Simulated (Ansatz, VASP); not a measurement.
Given: the input of a run of Ansatz 0.2.0 on Si.

The input input.yaml:

```yaml
crystal:
  lattice:
    - [0.0, 2.6850649043, 2.6850649043]
    - [2.6850649043, 0.0, 2.6850649043]
    - [2.6850649043, 2.6850649043, 0.0]
  atoms:
    - { symbol: Si, position: [0.5, 0.5, 0.5], spin: 0.5 }
    - { symbol: Si, position: [0.75, 0.75, 0.75], spin: 0.5 }
kpoints:
  mp_grid: { grid: [8, 8, 8] }
scf:
  occupations: { method: fermi_dirac, width: 0.05 }
hamiltonian:
  xc: blyp
  pseudopotentials: { kind: all_electron, lapw: { basis_error: 0.002 } }
magnetization:
  spin_polarized: true
output:
  forces: true
  stress: true
  eigenvalues: true
```

Potentials or basis: all-electron LAPW, scalar-relativistic.

Run with:

```bash
$ ansatz run input.yaml --threads 1 --pin off --max-ram 2560MiB --backend cpu --events-out ev --progress --plain --runs-dir out
```

**Question.** Translate it to VASP 6.6.1. Potentials there: VASP PAW PBE potentials, release 64 (Si).

**Answer.** As run (the cutoff follows the program's own potentials):

INCAR

```
AGGAC = 1.0
AGGAX = 1.0
ALDAC = 0.0
ALDAX = 1.0
ALGO = Normal
EDIFF = 1E-6
ENCUT = 520
GGA = B5
ISIF = 2
ISMEAR = -1
ISPIN = 2
LASPH = True
LCHARG = True
LELF = True
LORBIT = 11
LREAL = False
LVHAR = True
LWAVE = False
MAGMOM = 0.5 0.5
NBANDS = 15
NELM = 150
PREC = Accurate
SIGMA = 0.05
```

The input KPOINTS:

```
k-points
0
Gamma
  8 8 8
```

Contents of POSCAR:

```
Si
1.0
    0.0000000000      2.6850649043      2.6850649043
    2.6850649043      0.0000000000      2.6850649043
    2.6850649043      2.6850649043      0.0000000000
Si
2
Direct
    0.5000000000      0.5000000000      0.5000000000
    0.7500000000      0.7500000000      0.7500000000
```

Potentials or basis: VASP PAW PBE potentials, release 64 (Si).

Command:

```console
$ cat potpaw_PBE.64/Si/POTCAR > POTCAR
$ mpirun -np 1 vasp_std > vasp.out
```

Both were run:

|  | VASP | Ansatz | Ansatz less VASP |
| --- | --- | --- | --- |
| gap on the k mesh at the Fermi level (eV) | 0.79 | 0.78 | -0.008 |
| least direct gap on the mesh (eV) | 2.72 | 2.71 | -0.011 |
| pressure (GPa) | 8.7 | 8.5 | -0.20 |
| net moment per atom (μB) | 0.00 | 0.00 | 0.000 |

VASP's potentials were made for PBE, not for BLYP. Ansatz ran all-electron here, and VASP with PAW potentials.
